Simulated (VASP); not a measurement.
ZrSc, 2 atoms in the cell. It takes space group P-6m2 (No. 187, hexagonal). The conventional cell has a = 3.283 Å, b = 3.283 Å, c = 5.155 Å, α = 90.00°, β = 90.00°, γ = 120.00°. Within 4.2 Å of Zr (site symmetry -6m2) lie 6 Sc at 3.20 Å and 6 Zr at 3.28 Å. Within 4.2 Å of Sc (site symmetry -6m2) lie 6 Zr at 3.20 Å and 6 Sc at 3.28 Å. 

* Program: VASP 6.6.1
* Task: single point
* Functional: PBEsol
* Potentials or basis: VASP PAW PBE potentials, release 64 (Zr_sv, Sc_sv)
* Cutoff: 500 eV
* k mesh: 8 × 8 × 5
* Occupations: methfessel-paxton, width 0.1 eV
* Spin: no spin polarisation
* Dipole correction: no
* Further INCAR settings: ALGO = Normal; EDIFF = 1e-06; NBANDS = 18

Potentials or basis: VASP PAW PBE potentials, release 64 (Zr_sv, Sc_sv).

Launch:

```console
$ cat potpaw_PBE.64/Zr_sv/POTCAR potpaw_PBE.64/Sc_sv/POTCAR > POTCAR
$ mpirun -np 1 vasp_std > vasp.out
```

Hardware: 1 thread of Intel(R) Xeon(R) 6975P-C (Granite Rapids), on a shared host.

Question: How long does it take, and how much memory?

Answer: Run time: 9.1 s on 1 thread of Intel(R) Xeon(R) 6975P-C (Granite Rapids) (shared host), peak memory 0.17 GiB. Counts: scf iterations 13, k points 30.
